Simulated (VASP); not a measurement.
# Sc3Al (P4/mmm) in VASP: further runs

The runs below take Sc3Al through single point, with PBEsol.

All numbers are computed with VASP 6.6.1; they aren't measurements. Logs are shortened: lines on timing, memory, paths and dates and some standing lists are left out, and cuts for length are marked.

### 1 The cell of the first run

The structure is tetragonal, space group P4/mmm (No. 123). Conventional cell: a = 4.550 Å, b = 4.550 Å, c = 4.229 Å, α = 90.00°, β = 90.00°, γ = 90.00°. Sc (site symmetry mmm) has 10 Sc at 3.11 to 4.23 Å and 4 Al at 3.11 Å within 4.3 Å. Within 4.3 Å of Sc (site symmetry 4/mmm) lie 10 Sc at 3.11 to 4.23 Å and 4 Al at 3.22 Å. Al (site symmetry 4/mmm) has 12 Sc at 3.11 to 3.22 Å and 2 Al at 4.23 Å within 4.3 Å.

### 2 Single point, PBEsol (biaxial strain in the a-b plane: +4.0 %, then relaxed in part)

Contents of INCAR:

```
PREC = Accurate
ENCUT = 520
EDIFF = 1E-6
ISMEAR = 0
SIGMA = 0.1
LREAL = F
LASPH = T
NELM = 100
ALGO = Fast
ISIF = 2
LWAVE = F
LCHARG = T
GGA = PS
LELF = T
LVHAR = T
NBANDS = 26
```

Contents of KPOINTS:

```
Automatic mesh
0
Gamma
  12 12 12
```

Contents of POSCAR:

```
Sc3Al
1.0
    4.5497867989      0.0000000000      0.0000000000
    0.0000000000      4.5497867989      0.0000000000
    0.0000000000      0.0000000000      4.2285586941
Sc Al
3 1
Direct
    0.5000000000      0.0000000000      0.5000000000
    0.0000000000      0.5000000000      0.5000000000
    0.5000000000      0.5000000000      0.0000000000
    0.0000000000      0.0000000000      0.0000000000
```

Potentials or basis: VASP PAW PBE potentials, release 64 (Sc_sv, Al).

The run is started by

```
$ cat potpaw_PBE.64/Sc_sv/POTCAR potpaw_PBE.64/Al/POTCAR > POTCAR
$ mpirun -np 1 vasp_std > vasp.out
```

OUTCAR:

```text
PREC = Accurate
   ENCUT = 520
   EDIFF = 1E-6
   ISMEAR = 0
   LREAL = F
   LASPH = T
   NELM = 100
   ISIF = 2
   GGA = PS

 ion  position               nearest neighbor table
   1  0.500  0.000  0.500-   3 3.11   4 3.11   3 3.11   4 3.11   3 3.11   3 3.11   4 3.11   4 3.11
                             2 3.22   2 3.22   2 3.22   2 3.22
   2  0.000  0.500  0.500-   3 3.11   4 3.11   3 3.11   4 3.11   4 3.11   4 3.11   3 3.11   3 3.11
                             1 3.22   1 3.22   1 3.22   1 3.22
   3  0.500  0.500  0.000-   1 3.11   2 3.11   1 3.11   2 3.11   1 3.11   1 3.11   2 3.11   2 3.11
                             4 3.22   4 3.22   4 3.22   4 3.22
   4  0.000  0.000  0.000-   1 3.11   2 3.11   1 3.11   2 3.11   2 3.11   2 3.11   1 3.11   1 3.11
                             3 3.22   3 3.22   3 3.22   3 3.22

  LATTYP: Found a simple tetragonal cell.
 ALAT       =     4.5497867989
 C/A-ratio  =     0.9293971083

  Lattice vectors:

 A1 = (   4.5497867989,   0.0000000000,   0.0000000000)
 A2 = (   0.0000000000,   4.5497867989,   0.0000000000)
 A3 = (   0.0000000000,   0.0000000000,   4.2285586941)

Analysis of symmetry for initial positions (statically):
=====================================================================
 Subroutine PRICEL returns:
 Original cell was already a primitive cell.

 Routine SETGRP: Setting up the symmetry group for a
 simple tetragonal supercell.

 Subroutine GETGRP returns: Found 16 space group operations
 (whereof 16 operations were pure point group operations)
 out of a pool of 16 trial point group operations.

The static configuration has the point symmetry D_4h.

Analysis of symmetry for dynamics (positions and initial velocities):
=====================================================================
 Subroutine PRICEL returns:
 Original cell was already a primitive cell.

 Routine SETGRP: Setting up the symmetry group for a
 simple tetragonal supercell.

 Subroutine GETGRP returns: Found 16 space group operations
 (whereof 16 operations were pure point group operations)
 out of a pool of 16 trial point group operations.

The dynamic configuration has the point symmetry D_4h.

 Subroutine INISYM returns: Found 16 space group operations
 (whereof 16 operations are pure point group operations),
 and found     1 'primitive' translations

----------------------------------------------------------------------------------------

                                     Primitive cell

  volume of cell :      87.5335

  direct lattice vectors                    reciprocal lattice vectors
     4.549786799  0.000000000  0.000000000     0.219790519  0.000000000  0.000000000
     0.000000000  4.549786799  0.000000000     0.000000000  0.219790519  0.000000000
     0.000000000  0.000000000  4.228558694     0.000000000  0.000000000  0.236487199

  length of vectors
     4.549786799  4.549786799  4.228558694     0.219790519  0.219790519  0.236487199

  position of ions in fractional coordinates (direct lattice)
     0.500000000  0.000000000  0.500000000
     0.000000000  0.500000000  0.500000000
     0.500000000  0.500000000  0.000000000
     0.000000000  0.000000000  0.000000000

  ion indices of the primitive-cell ions
   primitive index   ion index
                 1           1
                 2           2
                 3           3
                 4           4

----------------------------------------------------------------------------------------

 KPOINTS: Automatic mesh

Automatic generation of k-mesh.
 Grid dimensions read from file:
 generate k-points for:   12   12   12

 Generating k-lattice:

  Cartesian coordinates                     Fractional coordinates (reciprocal lattice)
     0.018315877  0.000000000  0.000000000     0.083333333  0.000000000  0.000000000
     0.000000000  0.018315877  0.000000000     0.000000000  0.083333333  0.000000000
     0.000000000  0.000000000  0.019707267     0.000000000  0.000000000  0.083333333

  Length of vectors
     0.018315877  0.018315877  0.019707267

  Shift w.r.t. Gamma in fractional coordinates (k-lattice)
     0.000000000  0.000000000  0.000000000

 Subroutine IBZKPT returns following result:
 ===========================================

 Found    196 irreducible k-points:

 Following reciprocal coordinates:
            Coordinates               Weight
  0.000000  0.000000  0.000000      1.000000
  0.083333  0.000000  0.000000      4.000000
  0.166667  0.000000  0.000000      4.000000
  0.250000  0.000000  0.000000      4.000000
  0.333333  0.000000  0.000000      4.000000
  0.416667  0.000000  0.000000      4.000000
[... 16 lines left out ...]
  0.333333  0.333333  0.000000      4.000000
  0.416667  0.333333  0.000000      8.000000
 [... further k-points ...]
   k-points           NKPTS =    196   k-points in BZ     NKDIM =    196   number of bands    NBANDS=     26
   number of dos      NEDOS =    301   number of ions     NIONS =      4
   total plane-waves  NPLWV =  41472
   dimension x,y,z NGX =    36 NGY =   36 NGZ =   32
   dimension x,y,z NGXF=    72 NGYF=   72 NGZF=   64
   ions per type =               3   1
   NGX,Y,Z   is equivalent  to a cutoff of  13.15, 13.15, 12.58 a.u.
   NGXF,Y,Z  is equivalent  to a cutoff of  26.31, 26.31, 25.16 a.u.
 SYSTEM =  unknown system
   PREC   = accura    normal or accurate (medium, high low for compatibility)
   ISTART =      0    job   : 0-new  1-cont  2-samecut
   ICHARG =      2    charge: 1-file 2-atom 10-const
   ISPIN  =      1    spin polarized calculation?
   LNONCOLLINEAR =      F non collinear calculations
   LSORBIT =      F    spin-orbit coupling
   LASPH  =      T    aspherical Exc in radial PAW
   ENCUT  =  520.0 eV  38.22 Ry    6.18 a.u.   8.46  8.46  7.86*2*pi/ulx,y,z
   NELM   =    100;   NELMIN=  2; NELMDL= -5     # of ELM steps
   EDIFF  = 0.1E-05   stopping-criterion for ELM
   LREAL  =      F    real-space projection
[... 7 lines left out ...]
   TEBEG  =    0.0;   TEEND  =   0.0 temperature during run
   PSTRESS=    0.0 pullay stress
   NELECT =      36.0000    total number of electrons
   NUPDOWN=      -1.0000    fix difference up-down
   EMIN   =  10.00;   EMAX   =-10.00  energy-range for DOS
   EFERMI =   0.00;   METHOD = LEGACY
   ISMEAR =     0;   SIGMA  =   0.10  broadening in eV -4-tet -1-fermi 0-gaus
   EFERMI_NEDOS =   21; number of points for ismear=-14 and -15
   IALGO  =     68    algorithm
   IMIX   =      4    mixing-type and parameters
     AMIX     =   0.40;   BMIX     =  1.00
     AMIX_MAG =   1.60;   BMIX_MAG =  1.00
  volume/ion in A,a.u.               =      21.88       147.68
  Fermi-wavevector in a.u.,A,eV,Ry     =   1.217449  2.300645 20.166318  1.482183
  Thomas-Fermi vector in A             =   2.352769
   LORBIT       =      0    0 simple, 1 ext, 2 COOP (PROOUT), +10 PAW based schemes
   GGA     = PS    functional components
   LHFCALC =     F    Hartree Fock is set to
   AEXX    =    0.0000 exact exchange contribution
   IVDW    =     0    specifies the selected vdW correction
   LEPSILON=     F    determine dielectric tensor
   LRPA    =     F    only Hartree local field effects (RPA)
 non-spin polarized calculation
 RMM-DIIS sequential band-by-band and
 Gauss-broadening in eV      SIGMA  =   0.10
  energy-cutoff  :      520.00
  volume of cell :       87.53
 maximum number of plane-waves:      2387
 NGX is ok and might be reduce to    36
   NGX = 17   NGY = 17   NGZ = 15

 number of electron      36.0000011 magnetization

 Free energy of the ion-electron system (eV)
  ---------------------------------------------------
  ext. energy  EPLUGINS =         0.00000000
  ---------------------------------------------------
  free energy    TOTEN  =       -24.86705348 eV

  energy without entropy =      -24.83957877  energy(sigma->0) =      -24.85331613

 E-fermi :   4.5567     XC(G=0): -10.1780

 val. band max:        4.5548848373   @ k =   0.5000   0.2500   0.3333
 cond. band min:       4.5566953259   @ k =   0.4167   0.4167   0.1667
 fundamental gap:      0.0018104886
 Fermi energy:         4.5566521597

 k-point     1 :       0.0000    0.0000    0.0000
  band No.  band energies     occupation
      1     -44.6843      2.00000
      2     -44.5867      2.00000
      3     -44.5790      2.00000
      4     -23.5858      2.00000
      5     -23.5858      2.00000
      6     -23.5588      2.00000
[... 18 lines left out ...]
     25       7.0753      0.00000
     26       8.1197      0.00000

 k-point     2 :       0.0833    0.0000    0.0000
  band No.  band energies     occupation
      1     -44.6829      2.00000
      2     -44.5876      2.00000
      3     -44.5794      2.00000
      4     -23.5832      2.00000
      5     -23.5797      2.00000
      6     -23.5552      2.00000
[... 18 lines left out ...]
     25       7.1370      0.00000
     26       7.8030      0.00000

 k-point     3 :       0.1667    0.0000    0.0000
  band No.  band energies     occupation
      1     -44.6791      2.00000
      2     -44.5906      2.00000
      3     -44.5802      2.00000
      4     -23.5760      2.00000
      5     -23.5617      2.00000
      6     -23.5447      2.00000
[... 18 lines left out ...]
     25       7.2493      0.00000
     26       7.6985      0.00000

 k-point     4 :       0.2500    0.0000    0.0000
  band No.  band energies     occupation
      1     -44.6732      2.00000
      2     -44.5958      2.00000
      3     -44.5808      2.00000
      4     -23.5656      2.00000
      5     -23.5328      2.00000
      6     -23.5289      2.00000
[... 18 lines left out ...]
     25       7.3393      0.00000
     26       7.3678      0.00000
[... 496 lines left out ...]
      1     -44.6467      2.00000
      2     -44.6111      2.00000
      3     -44.5917      2.00000
      4     -23.5333      2.00000
      5     -23.4501      2.00000
      6     -23.4397      2.00000
[... 18 lines left out ...]
     25       7.1354      0.00000
     26       7.4384      0.00000

 k-point    23 :       0.3333    0.3333    0.0000
  band No.  band energies     occupation
      1     -44.6491      2.00000
      2     -44.6049      2.00000
      3     -44.5955      2.00000
      4     -23.5419      2.00000
      5     -23.4536      2.00000
      6     -23.4352      2.00000
[... 18 lines left out ...]
     25       7.0198      0.00000
     26       7.2723      0.00000

 k-point    24 :       0.4167    0.3333    0.0000
  band No.  band energies     occupation
      1     -44.6426      2.00000
      2     -44.6086      2.00000
      3     -44.5982      2.00000
      4     -23.5326      2.00000
      5     -23.4478      2.00000
      6     -23.4322      2.00000
[... 18 lines left out ...]
     25       6.9311      0.00000
     26       7.1238      0.00000

 [... further k-points ...]

------------------------ aborting loop because EDIFF is reached ----------------------------------------

  FORCE on cell =-STRESS in cart. coord.  units (eV):
  Direction    XX          YY          ZZ          XY          YZ          ZX
  --------------------------------------------------------------------------------------
  -------------------------------------------------------------------------------------
  Total       -2.1709655     -2.1709655      0.0468609      0.0000000      0.0000000      0.0000000
  in kB      -39.7364484    -39.7364484      0.8577231      0.0000000      0.0000000      0.0000000
  external PRESSURE =     -26.2050579 kB  Pullay stress =       0.0000000 kB

 VOLUME and BASIS-vectors are now :
 -----------------------------------------------------------------------------
  energy-cutoff  :      520.00
  volume of cell :       87.53
      direct lattice vectors                 reciprocal lattice vectors
     4.549786799  0.000000000  0.000000000     0.219790519  0.000000000  0.000000000
     0.000000000  4.549786799  0.000000000     0.000000000  0.219790519  0.000000000
     0.000000000  0.000000000  4.228558694     0.000000000  0.000000000  0.236487199

 POSITION                                       TOTAL-FORCE (eV/Angst)
 -----------------------------------------------------------------------------------
      2.27489      0.00000      2.11428         0.000000      0.000000      0.000000
      0.00000      2.27489      2.11428         0.000000      0.000000      0.000000
      2.27489      2.27489      0.00000         0.000000      0.000000      0.000000
      0.00000      0.00000      0.00000         0.000000      0.000000      0.000000
 -----------------------------------------------------------------------------------
    total drift:                                0.000000      0.000000      0.000000

  FREE ENERGIE OF THE ION-ELECTRON SYSTEM (eV)
  ---------------------------------------------------
  free  energy   TOTEN  =       -24.8670534817 eV

  energy  without entropy=      -24.8395787741  energy(sigma->0) =      -24.85331613
```

Wall time 9.1 min (1 thread of Oxide Virtual Turin-like, shared host); peak memory 0.44 GiB.

Results:

- Free energy: -24.8671 eV
- Pressure: -2.6 GPa
- Band gap on the k mesh: zero (bands 18 and 19 overlap by 1.55 eV)

Stress tensor (GPa, compression positive):
```
-3.97  0.00  0.00
 0.00 -3.97  0.00
 0.00  0.00  0.09
```

Levels at points of the mesh, in eV from the Fermi level:
| k point | band 15 | band 16 | band 17 | band 18 | band 19 | band 20 | band 21 | band 22 |
| --- | --- | --- | --- | --- | --- | --- | --- | --- |
| (0.00, 0.00, 0.00) | -1.12 | -0.90 | -0.49 | -0.33 | -0.33 | 0.32 | 0.32 | 1.28 |
| (0.50, 0.00, 0.00) | -1.33 | -0.96 | -0.42 | 0.09 | 0.15 | 0.72 | 1.12 | 1.35 |
| (0.50, 0.50, 0.00) | -2.91 | -1.69 | -0.59 | 0.48 | 0.53 | 0.53 | 1.27 | 1.27 |
| (0.00, 0.00, 0.50) | -1.21 | -0.93 | -0.93 | 0.19 | 0.21 | 0.72 | 0.72 | 1.50 |
| (0.50, 0.00, 0.50) | -2.68 | -1.44 | -1.03 | 0.09 | 0.37 | 0.46 | 0.94 | 1.06 |
| (0.50, 0.50, 0.50) | -1.50 | -1.46 | -1.18 | -1.07 | -1.07 | 0.42 | 1.07 | 1.50 |

Caveat: the cell differs from its parent crystal (biaxial strain in the a-b plane: +4.0 %, then relaxed in part); the PAW data sets were made with another functional, which shifts forces and pressure a little.

[end of part 1 of 2]
